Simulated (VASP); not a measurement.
Runs of VASP 6.6.1 on Sb. It takes space group I4/mmm (No. 139, tetragonal). The conventional cell has a = 3.153 Å, b = 3.153 Å, c = 5.424 Å, α = 90.00°, β = 90.00°, γ = 90.00°. Sb (site symmetry 4/mmm) has 12 Sb at 3.15 to 3.51 Å within 4.1 Å. 

```tsv
k mesh	gap on the mesh (eV)	pressure (GPa)
8 × 8 × 8	none	-2.3
5 × 5 × 5	none	-2.3
12 × 12 × 12	none	(a)
6 × 6 × 6	none	-2.4
10 × 10 × 10	none	-2.0
```

Alike in all rows: task single point; level LDA; potentials or basis VASP PAW LDA potentials, release 64 (Sb); no spin polarisation; cell as given; cutoff (eV) 520; smearing fermi-dirac 0.15 eV.

Question: Estimate the missing entries.

Answer: (a) -2.2.

Caveats: some runs use coarse meshes; spin-orbit coupling is left out, which moves the levels of the heavy elements.

A k mesh can miss the band edges, and the runs leave out spin-orbit coupling on Sb.

A gap of «none» marks levels without a gap at the run's occupations.
